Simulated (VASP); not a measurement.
Os: single point with PBEsol

The system is Os.

```xyz
2
Lattice="2.5974 0.0000 0.0000 -1.2987 2.2494 0.0000 0.0000 0.0000 4.5357" Properties=species:S:1:pos:R:3 pbc="T T T"
Os    0.0000    1.4996    1.1339
Os    1.2987    0.7498    3.4018
```

This cell differs from its parent crystal: strain -0.050 along x and y, +0.050 along z.

```yaml
Program: VASP 6.6.1
Task: single point
Functional: PBEsol
Potentials_or_basis: VASP PAW PBE potentials, release 64 (Os)
Cutoff: 520 eV
k_mesh: 18 × 18 × 12
Occupations: gaussian, width 0.15 eV
Spin: no spin polarisation
Dipole_correction: no
Further_INCAR_settings: ALGO = Fast; EDIFF = 1e-06; NBANDS = 15
```

| Property | Result |
| --- | --- |
| Pressure | 28.2 GPa |
| Band gap on the k mesh | zero (bands 8 and 9 overlap by 4.04 eV) |

Stress tensor (GPa, compression positive):
```
 52.70   0.00   0.00
  0.00  52.70   0.00
  0.00   0.00 -20.93
```

Levels at points of the mesh, in eV from the Fermi level:
```csv
k point,band 5,band 6,band 7,band 8,band 9,band 10,band 11,band 12
"(0.00, 0.00, 0.00)",-3.23,-2.59,-2.59,-1.14,-0.70,-0.70,1.91,1.91
"(0.50, 0.00, 0.00)",-2.97,-2.70,-2.66,2.39,3.14,3.50,4.96,6.33
"(0.00, 0.00, 0.50)",-3.21,-3.21,-3.21,-3.21,1.03,1.03,1.03,1.03
"(0.50, 0.00, 0.50)",-0.86,-0.86,-0.13,-0.13,3.34,3.34,3.43,3.43
```

Wall time 54 s on 1 thread of AMD EPYC 9R45 96-Core Processor (Zen 5), with other jobs on the host, peak memory 0.18 GiB.

Caveat: the cell differs from its parent crystal (strain -0.050 along x and y, +0.050 along z); the cell stands under pressure; the PAW data sets were made with another functional, which shifts forces and pressure a little; spin-orbit coupling is left out, which moves the levels of the heavy elements.
